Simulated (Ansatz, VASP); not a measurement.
# AlGa3N4 in VASP and in Ansatz

POSCAR

```
AlGa3N4
1.0
    4.9847525958      0.0000000000      0.0000171885
    0.0000000000      3.0685118771      0.0000000000
   -0.0035835472      0.0000000000      5.4769945779
Al Ga N
1 3 4
Direct
    0.0005828853      0.5000000000      0.6672982354
    0.4991712869      0.5000000000      0.3350606988
    0.4992511917      0.0000000000      0.8314570704
    0.9998609984      0.0000000000      0.1661913851
    0.1194130440      0.5000000000      0.3406010344
    0.1173310426      0.0000000000      0.8259310373
    0.6202395499      0.0000000000      0.1661937141
    0.6317500112      0.5000000000      0.6672678245
```

File INCAR.step1:

```
SYSTEM = AlGa3N4
  ALGO = Normal
  EDIFF = 1E-4
  ENCUT = 520
  GGA = PE
  ISMEAR = 0
  LASPH = .TRUE.
  LCHARG = .FALSE.
  LREAL = .FALSE.
  LWAVE = .TRUE.
  NBANDS = 41
  NELM = 80
  PREC = Accurate
  SIGMA = 0.05
```

File INCAR.step2:

```
SYSTEM = AlGa3N4
  ALGO = Normal
  EDIFF = 1E-6
  ENCUT = 520
  ISIF = 2
  ISMEAR = 0
  ISTART = 1
  LASPH = .TRUE.
  LCHARG = .FALSE.
  LMIXTAU = .TRUE.
  LREAL = .FALSE.
  LWAVE = .FALSE.
  METAGGA = R2SCAN
  NBANDS = 41
  NELM = 80
  PREC = Accurate
  SIGMA = 0.05
```

The input KPOINTS:

```
k-points
0
G
  6 8 4
  0 0 0
```

Input for Ansatz:

```yaml
crystal:
  lattice:
    - [4.9847525958, 0.0, 1.71885e-05]
    - [0.0, 3.0685118771, 0.0]
    - [-0.0035835472, 0.0, 5.4769945779]
  atoms:
    - { symbol: Al, position: [0.0005828853, 0.5, 0.6672982354] }
    - { symbol: Ga, position: [0.4991712869, 0.5, 0.3350606988] }
    - { symbol: Ga, position: [0.4992511917, 0.0, 0.8314570704] }
    - { symbol: Ga, position: [0.9998609984, 0.0, 0.1661913851] }
    - { symbol: "N", position: [0.119413044, 0.5, 0.3406010344] }
    - { symbol: "N", position: [0.1173310426, 0.0, 0.8259310373] }
    - { symbol: "N", position: [0.6202395499, 0.0, 0.1661937141] }
    - { symbol: "N", position: [0.6317500112, 0.5, 0.6672678245] }
basis:
  ecutwfc: 500
kpoints:
  mp_grid: { grid: [6, 8, 4] }
hamiltonian:
  xc: r2scan
scf:
  occupations: { method: gaussian, width: 0.05 }
output:
  forces: true
  stress: true
  eigenvalues: true
```

Change from the starting cell: strain -0.030 along x and y, +0.000 along z, atoms carried along.

Alike in both runs: task single point; functional r2SCAN; k mesh 6 × 8 × 4; occupations gaussian, width 0.05 eV; no spin polarisation.

|  | VASP | Ansatz |
| --- | --- | --- |
| version | VASP 6.6.1 | Ansatz 0.2.0 |
| potentials or method | VASP PAW PBE potentials, release 64 (Al, Ga_d, N), cutoff 520 eV | scalar-relativistic, plane waves, PAW |
| valence electrons in the cell | 62 | 62 |

```tsv
	VASP	Ansatz	Ansatz less VASP
gap on the k mesh at the Fermi level (eV)	3.28	3.28	+0.004
least direct gap on the mesh (eV)	3.28	3.28	+0.004
pressure (GPa)	15.0	14.1	-0.95
traceless stress, the component that is largest in VASP (GPa)	-8.18	-8.12	+0.065
rms of the force components (eV/Å)	0.245	0.235	-0.0102
```

VASP's potentials were made for PBE, not for r2SCAN. Atom by atom the forces differ by 0.033 eV/Å (rms over components). With one functional, cell and mesh, what is left measures potentials, basis and numerics.
